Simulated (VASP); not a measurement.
## In: single point with PBEsol

In:

```
In
1.0
    -1.57737    1.57737    2.54817
     1.57737   -1.57737    2.54817
     1.57737    1.57737   -2.54817
In
1
Direct
  0.00000 0.00000 0.00000
```

This cell differs from its parent crystal: strain -0.030 along x and y, +0.030 along z.

| Quantity | Value |
| --- | --- |
| Program | VASP 6.6.1 |
| Task | single point |
| Functional | PBEsol |
| Potentials or basis | VASP PAW PBE potentials, release 64 (In_d) |
| Cutoff | 520 eV |
| k mesh | 20 × 20 × 20 |
| Occupations | gaussian, width 0.15 eV |
| Spin | no spin polarisation |
| Dipole correction | no |
| Further INCAR settings | ALGO = Fast; EDIFF = 1e-06; NBANDS = 12 |

- Pressure: 0.4 GPa

Stress tensor (GPa, compression positive):
```
0.51 0.00 0.00
0.00 0.51 0.00
0.00 0.00 0.17
```

Levels at points of the mesh, in eV from the Fermi level:
| k point | band 4 | band 5 | band 6 | band 7 | band 8 | band 9 |
| --- | --- | --- | --- | --- | --- | --- |
| (0.00, 0.00, 0.00) | -14.51 | -14.30 | -9.78 | 10.82 | 10.82 | 11.04 |
| (0.50, 0.00, 0.00) | -14.26 | -14.19 | -4.30 | -3.50 | 6.87 | 10.05 |
| (0.50, 0.50, 0.00) | -14.25 | -14.08 | -1.83 | -1.20 | 3.20 | 3.99 |
| (0.50, 0.50, 0.50) | -14.20 | -14.20 | -3.59 | -3.12 | 5.41 | 5.41 |

Run time: 2.9 min on 1 thread of Intel(R) Xeon(R) Platinum 8488C (Sapphire Rapids), with other jobs on the host, peak memory 0.3 GiB.

Caveat: the cell differs from its parent crystal (strain -0.030 along x and y, +0.030 along z); the PAW data sets were made with another functional, which shifts forces and pressure a little; spin-orbit coupling is left out, which moves the levels of the heavy elements.
